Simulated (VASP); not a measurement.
Input of a VASP 6.6.1 run:

The input POSCAR:

```
BN
1.0
    2.5433275255      0.0000000000      0.0000000000
   -1.2716637627      2.2025862472      0.0000000000
    0.0000000000      0.0000000000      4.2068499754
B N
2 2
Direct
    0.3333333333      0.6666666667     -0.0003036442
    0.6666666667      0.3333333333      0.4996963558
    0.3333333333      0.6666666667      0.3743036442
    0.6666666667      0.3333333333      0.8743036442
```

File INCAR.step1:

```
SYSTEM = BN
PREC = Accurate
ENCUT = 520
ISMEAR = 0
SIGMA = 0.02
LREAL = .FALSE.
LASPH = .TRUE.
NELM = 80
NBANDS = 16
GGA = PE
ALGO = Normal
EDIFF = 1E-4
LWAVE = .TRUE.
LCHARG = .FALSE.
```

INCAR.step2

```
SYSTEM = BN
PREC = Accurate
ENCUT = 520
EDIFF = 1E-6
ISMEAR = 0
SIGMA = 0.02
LREAL = .FALSE.
LASPH = .TRUE.
NELM = 80
ALGO = Normal
ISIF = 2
LWAVE = .FALSE.
LCHARG = .FALSE.
METAGGA = R2SCAN
LMIXTAU = .TRUE.
NBANDS = 16
ISTART = 1
```

File KPOINTS:

```
Automatic mesh
0
G
  9 9 6
  0 0 0
```

Potentials or basis: VASP PAW PBE potentials, release 64 (B, N).

Run with:

```console
$ cat potpaw_PBE.64/B/POTCAR potpaw_PBE.64/N/POTCAR > POTCAR
$ cp INCAR.step1 INCAR
$ mpirun -np 1 vasp_std > vasp.out
$ cp INCAR.step2 INCAR
$ mpirun -np 1 vasp_std > vasp.out
```

Task: Predict the pressure.

Result: 1.4 GPa.

Task: Estimate the band gap on the k mesh.

Result: 5.72 eV, indirect (least direct gap 8.98 eV).

Forces on the atoms (eV/Å):
```
B    0.000  0.000  0.004
B    0.000  0.000  0.004
N    0.000  0.000 -0.004
N    0.000  0.000 -0.004
```

Caveat: the PAW data sets were made with another functional, which shifts forces and pressure a little. A k mesh can miss the band edges.
